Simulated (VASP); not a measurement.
# TiO2 (P4_2/mnm) in VASP: a series of runs, part 2 of 3

VASP 6.6.1.

**3. Single point, PBE (volume 11.219 Å^3 an atom, c/a of the conventional cell 0.6917)**

Contents of INCAR:

```
SYSTEM = TiO2
PREC = Accurate
ENCUT = 520
EDIFF = 1E-7
ISMEAR = 0
SIGMA = 0.05
LREAL = .False.
LASPH = .True.
NELM = 80
ALGO = Normal
ISIF = 2
LWAVE = .False.
LCHARG = .True.
GGA = PE
LELF = .True.
LVHAR = .True.
NBANDS = 33
```

Contents of KPOINTS:

```
Automatic mesh
0
Gamma
  8 8 10
  0 0 0
```

Contents of POSCAR:

```
TiO2
1.0
    4.5996968266      0.0000000000      0.0000000000
    0.0000000000      4.5996968266      0.0000000000
    0.0000000000      0.0000000000      3.1816102949
Ti O
2 4
Direct
    0.0000000000      0.0000000000      0.0000000000
    0.5000000000      0.5000000000      0.5000000000
    0.3050970583      0.3050970583      0.0000000000
    0.1949029417      0.8050970583      0.5000000000
    0.6949029417      0.6949029417      0.0000000000
    0.8050970583      0.1949029417      0.5000000000
```

Potentials or basis: VASP PAW PBE potentials, release 64 (Ti_sv, O).

Run with:

```sh
> cat potpaw_PBE.64/Ti_sv/POTCAR potpaw_PBE.64/O/POTCAR > POTCAR
> mpirun -np 1 vasp_std > vasp.out
```

OUTCAR:

```text
SYSTEM = TiO2
   PREC = Accurate
   ENCUT = 520
   EDIFF = 1E-7
   ISMEAR = 0
   LREAL = .False.
   LASPH = .True.
   NELM = 80
   ISIF = 2
   GGA = PE

 ion  position               nearest neighbor table
   1  0.000  0.000  0.000-   3 1.98   5 1.98   4 2.03   6 2.03   4 2.03   6 2.03
   2  0.500  0.500  0.500-   4 1.98   6 1.98   5 2.03   3 2.03   3 2.03   5 2.03
   3  0.305  0.305  0.000-   1 1.98   2 2.03   2 2.03
   4  0.195  0.805  0.500-   2 1.98   1 2.03   1 2.03
   5  0.695  0.695  0.000-   1 1.98   2 2.03   2 2.03
   6  0.805  0.195  0.500-   2 1.98   1 2.03   1 2.03

  LATTYP: Found a simple tetragonal cell.
 ALAT       =     4.5996968266
 C/A-ratio  =     0.6917000000

  Lattice vectors:

 A1 = (   4.5996968266,   0.0000000000,   0.0000000000)
 A2 = (   0.0000000000,   4.5996968266,   0.0000000000)
 A3 = (   0.0000000000,   0.0000000000,   3.1816102949)

Analysis of symmetry for initial positions (statically):
=====================================================================
 Subroutine PRICEL returns:
 Original cell was already a primitive cell.

 Routine SETGRP: Setting up the symmetry group for a
 simple tetragonal supercell.

 Subroutine GETGRP returns: Found 16 space group operations
 (whereof  8 operations were pure point group operations)
 out of a pool of 16 trial point group operations.

The static configuration has the point symmetry D_2h.
 The point group associated with its full space group is D_4h.

Analysis of symmetry for dynamics (positions and initial velocities):
=====================================================================
 Subroutine PRICEL returns:
 Original cell was already a primitive cell.

 Routine SETGRP: Setting up the symmetry group for a
 simple tetragonal supercell.

 Subroutine GETGRP returns: Found 16 space group operations
 (whereof  8 operations were pure point group operations)
 out of a pool of 16 trial point group operations.

The dynamic configuration has the point symmetry D_2h.
 The point group associated with its full space group is D_4h.

 Subroutine INISYM returns: Found 16 space group operations
 (whereof  8 operations are pure point group operations),
 and found     1 'primitive' translations

----------------------------------------------------------------------------------------

                                     Primitive cell

  volume of cell :      67.3140

  direct lattice vectors                    reciprocal lattice vectors
     4.599696827  0.000000000  0.000000000     0.217405633  0.000000000  0.000000000
     0.000000000  4.599696827  0.000000000     0.000000000  0.217405633  0.000000000
     0.000000000  0.000000000  3.181610295     0.000000000  0.000000000  0.314306250

  length of vectors
     4.599696827  4.599696827  3.181610295     0.217405633  0.217405633  0.314306250

  position of ions in fractional coordinates (direct lattice)
     0.000000000  0.000000000  0.000000000
     0.500000000  0.500000000  0.500000000
     0.305097058  0.305097058  0.000000000
     0.194902942  0.805097058  0.500000000
     0.694902942  0.694902942  0.000000000
     0.805097058  0.194902942  0.500000000

  ion indices of the primitive-cell ions
[... 26 lines left out ...]
  Shift w.r.t. Gamma in fractional coordinates (k-lattice)
     0.000000000  0.000000000  0.000000000

 Subroutine IBZKPT returns following result:
 ===========================================

 Found     90 irreducible k-points:

 Following reciprocal coordinates:
            Coordinates               Weight
  0.000000  0.000000  0.000000      1.000000
  0.125000  0.000000  0.000000      4.000000
  0.250000  0.000000  0.000000      4.000000
  0.375000  0.000000  0.000000      4.000000
  0.500000  0.000000  0.000000      2.000000
  0.125000  0.125000  0.000000      4.000000
[... 16 lines left out ...]
  0.375000  0.125000  0.100000     16.000000
  0.500000  0.125000  0.100000      8.000000
 [... further k-points ...]
   k-points           NKPTS =     90   k-points in BZ     NKDIM =     90   number of bands    NBANDS=     33
   number of dos      NEDOS =    301   number of ions     NIONS =      6
   total plane-waves  NPLWV =  31104
   dimension x,y,z NGX =    36 NGY =   36 NGZ =   24
   dimension x,y,z NGXF=    72 NGYF=   72 NGZF=   48
   ions per type =               2   4
   NGX,Y,Z   is equivalent  to a cutoff of  13.01, 13.01, 12.54 a.u.
   NGXF,Y,Z  is equivalent  to a cutoff of  26.02, 26.02, 25.08 a.u.
 SYSTEM =  TiO2
   PREC   = accura    normal or accurate (medium, high low for compatibility)
   ISTART =      0    job   : 0-new  1-cont  2-samecut
   ICHARG =      2    charge: 1-file 2-atom 10-const
   ISPIN  =      1    spin polarized calculation?
   LNONCOLLINEAR =      F non collinear calculations
   LSORBIT =      F    spin-orbit coupling
   LASPH  =      T    aspherical Exc in radial PAW
   ENCUT  =  520.0 eV  38.22 Ry    6.18 a.u.   8.55  8.55  5.92*2*pi/ulx,y,z
   NELM   =     80;   NELMIN=  2; NELMDL= -5     # of ELM steps
   EDIFF  = 0.1E-06   stopping-criterion for ELM
   LREAL  =      F    real-space projection
   EDIFFG = 0.1E-05   stopping-criterion for IOM
   NSW    =      0    number of steps for IOM
   IBRION =     -1    ionic relax: 0-MD 1-quasi-New 2-CG
   NFREE  =      0    steps in history (QN), initial steepest desc. (CG)
   ISIF   =      2    stress and relaxation
   ISYM   =      2    0-nonsym 1-usesym 2-fastsym
   POTIM  = 0.5000    time-step for ionic-motion
   TEBEG  =    0.0;   TEEND  =   0.0 temperature during run
   PSTRESS=    0.0 pullay stress
   NELECT =      48.0000    total number of electrons
   NUPDOWN=      -1.0000    fix difference up-down
   EMIN   =  10.00;   EMAX   =-10.00  energy-range for DOS
   EFERMI =   0.00;   METHOD = LEGACY
   ISMEAR =     0;   SIGMA  =   0.05  broadening in eV -4-tet -1-fermi 0-gaus
   EFERMI_NEDOS =   21; number of points for ismear=-14 and -15
   IALGO  =     38    algorithm
   IMIX   =      4    mixing-type and parameters
     AMIX     =   0.40;   BMIX     =  1.00
     AMIX_MAG =   1.60;   BMIX_MAG =  1.00
  volume/ion in A,a.u.               =      11.22        75.71
  Fermi-wavevector in a.u.,A,eV,Ry     =   1.462582  2.763878 29.104834  2.139145
  Thomas-Fermi vector in A             =   2.578778
   LORBIT       =      0    0 simple, 1 ext, 2 COOP (PROOUT), +10 PAW based schemes
   GGA     = PE    functional components
   LHFCALC =     F    Hartree Fock is set to
   AEXX    =    0.0000 exact exchange contribution
   IVDW    =     0    specifies the selected vdW correction
   LEPSILON=     F    determine dielectric tensor
   LRPA    =     F    only Hartree local field effects (RPA)
 non-spin polarized calculation
 Gauss-broadening in eV      SIGMA  =   0.05
  energy-cutoff  :      520.00
  volume of cell :       67.31
 maximum number of plane-waves:      1840
 NGX is ok and might be reduce to    36
   NGX = 17   NGY = 17   NGZ = 11

 number of electron      48.0000009 magnetization

 Free energy of the ion-electron system (eV)
  ---------------------------------------------------
  ext. energy  EPLUGINS =         0.00000000
  ---------------------------------------------------
  free energy    TOTEN  =       -53.32935433 eV

  energy without entropy =      -53.32935433  energy(sigma->0) =      -53.32935433

 E-fermi :   4.5375     XC(G=0): -11.0399

 val. band max:        4.2380378798   @ k =   0.0000   0.0000   0.0000
 cond. band min:       5.8621530486   @ k =   0.0000   0.0000   0.0000
 fundamental gap:      1.6241151688
 Fermi energy:         4.5374690158

 k-point     1 :       0.0000    0.0000    0.0000
  band No.  band energies     occupation
      1     -53.0974      2.00000
      2     -53.0846      2.00000
      3     -29.3432      2.00000
      4     -29.3432      2.00000
      5     -29.2196      2.00000
      6     -29.2079      2.00000
[... 853 lines left out ...]
     32       9.3286      0.00000
     33       9.8030      0.00000

 [... further k-points ...]
[... 5 lines left out ...]
  --------------------------------------------------------------------------------------
  -------------------------------------------------------------------------------------
  Total       -2.4830881     -2.4830881    -10.2430289      0.0000000      0.0000000      0.0000000
  in kB      -59.1013372    -59.1013372   -243.7999337      0.0000000      0.0000000      0.0000000
  external PRESSURE =    -120.6675360 kB  Pullay stress =       0.0000000 kB

 VOLUME and BASIS-vectors are now :
 -----------------------------------------------------------------------------
  energy-cutoff  :      520.00
  volume of cell :       67.31
      direct lattice vectors                 reciprocal lattice vectors
     4.599696827  0.000000000  0.000000000     0.217405633  0.000000000  0.000000000
     0.000000000  4.599696827  0.000000000     0.000000000  0.217405633  0.000000000
     0.000000000  0.000000000  3.181610295     0.000000000  0.000000000  0.314306250

 POSITION                                       TOTAL-FORCE (eV/Angst)
 -----------------------------------------------------------------------------------
      0.00000      0.00000      0.00000         0.000000      0.000000     -0.000000
      2.29985      2.29985      1.59081         0.000000      0.000000     -0.000000
      1.40335      1.40335      0.00000         0.033948      0.033948     -0.000000
      0.89649      3.70320      1.59081        -0.033948      0.033948     -0.000000
      3.19634      3.19634      0.00000        -0.033948     -0.033948      0.000000
      3.70320      0.89649      1.59081         0.033948     -0.033948      0.000000
 -----------------------------------------------------------------------------------
    total drift:                               -0.000000      0.000000     -0.000000

  FREE ENERGIE OF THE ION-ELECTRON SYSTEM (eV)
  ---------------------------------------------------
  free  energy   TOTEN  =       -53.3293543252 eV

  energy  without entropy=      -53.3293543252  energy(sigma->0) =      -53.32935433
```

Run time: 1.9 min. Hardware: 1 thread of Intel Xeon 6975P-C (Granite Rapids), shared host; peak memory 0.28 GiB.

Results:

```yaml
Free_energy: -53.3294 eV
Pressure: -12.1 GPa
Largest_force: 0.048 eV/Å
Band_gap_on_the_k_mesh: 1.62 eV, direct
```

Forces on the atoms (eV/Å):
```
Ti   0.000  0.000  0.000
Ti   0.000  0.000  0.000
O    0.034  0.034  0.000
O   -0.034  0.034  0.000
O   -0.034 -0.034  0.000
O    0.034 -0.034  0.000
```

Levels at points of the mesh, in eV from the valence-band top:
```csv
k point,band 20,band 21,band 22,band 23,band 24,band 25,band 26,band 27,band 28,band 29
"(0.00, 0.00, 0.00)",-2.27,-0.89,-0.39,-0.39,0.00,1.62,1.94,1.96,2.01,2.01
"(0.50, 0.00, 0.00)",-2.89,-1.94,-1.94,-0.69,-0.69,2.21,2.21,2.56,2.56,2.97
"(0.50, 0.50, 0.00)",-1.87,-1.59,-1.59,-0.97,-0.97,1.70,1.70,2.04,2.04,3.20
"(0.00, 0.00, 0.50)",-2.35,-2.33,-2.33,-1.31,-1.31,2.28,2.28,2.68,2.68,3.26
"(0.50, 0.00, 0.50)",-2.36,-1.88,-1.88,-0.95,-0.95,1.68,1.68,2.34,2.34,3.44
"(0.50, 0.50, 0.50)",-2.29,-1.23,-1.23,-0.61,-0.61,2.31,2.31,2.34,2.34,2.85
```

**4. Single point, PBE (volume 12.355 Å^3 an atom, c/a of the conventional cell 0.5890)**

Contents of INCAR:

```
PREC = Accurate ; ENCUT = 520
EDIFF = 1E-6 ; ISMEAR = 0
SIGMA = 0.05 ; LREAL = False
LASPH = True ; NELM = 60
ALGO = Normal ; ISIF = 2
LWAVE = False ; LCHARG = False
GGA = PE ; NBANDS = 33
```

Contents of KPOINTS:

```
Automatic mesh
0
Gamma
  8 8 10
```

POSCAR: that of step 3 with these lines changed.

```diff
@@ -2,5 +2,5 @@
 1.0
-    4.5996968266      0.0000000000      0.0000000000
-    0.0000000000      4.5996968266      0.0000000000
-    0.0000000000      0.0000000000      3.1816102949
+    5.0114057672      0.0000000000      0.0000000000
+    0.0000000000      5.0114057672      0.0000000000
+    0.0000000000      0.0000000000      2.9517179969
 Ti O
```

Run with:

```sh
> cat potpaw_PBE.64/Ti_sv/POTCAR potpaw_PBE.64/O/POTCAR > POTCAR
> mpirun -np 1 vasp_std > vasp.out
```

Wall time 9.7 min (1 thread of AMD EPYC 7R13, shared host); peak memory 0.27 GiB.

Results (log left out):

```
Free energy            : -52.8045 eV
Pressure               : -21.2 GPa
Largest force          : 1.015 eV/Å
Band gap on the k mesh : 1.62 eV, indirect (least direct gap 1.65 eV)
```

Forces in eV/Å, atoms in the order of the input:
```
Ti   0.000  0.000  0.000
Ti   0.000  0.000  0.000
O    0.718  0.718  0.000
O   -0.718  0.718  0.000
O   -0.718 -0.718  0.000
O    0.718 -0.718  0.000
```

Stress tensor (GPa, compression positive):
```
-24.55   0.00   0.00
  0.00 -24.55   0.00
  0.00   0.00 -14.63
```

Levels at points of the mesh, in eV from the valence-band top:
| k point | band 21 | band 22 | band 23 | band 24 | band 25 | band 26 | band 27 | band 28 |
| --- | --- | --- | --- | --- | --- | --- | --- | --- |
| (0.00, 0.00, 0.00) | -0.28 | -0.28 | -0.28 | -0.02 | 1.63 | 1.76 | 2.42 | 2.42 |
| (0.50, 0.00, 0.00) | -0.86 | -0.86 | -0.48 | -0.48 | 2.13 | 2.13 | 2.70 | 2.70 |
| (0.50, 0.50, 0.00) | -0.85 | -0.85 | -0.68 | -0.68 | 1.62 | 1.62 | 2.43 | 2.43 |
| (0.00, 0.00, 0.50) | -1.38 | -1.38 | -1.18 | -1.18 | 2.52 | 2.52 | 3.08 | 3.08 |
| (0.50, 0.00, 0.50) | -1.59 | -1.59 | -0.61 | -0.61 | 1.82 | 1.82 | 3.20 | 3.20 |
| (0.50, 0.50, 0.50) | -0.74 | -0.74 | -0.60 | -0.60 | 2.33 | 2.33 | 2.78 | 2.78 |

Caveat: forces of over 1 eV/Å act on the atoms, so gaps and moduli don't describe the material at rest. A k mesh can miss the band edges.

(Part 2 of 3 ends here.)
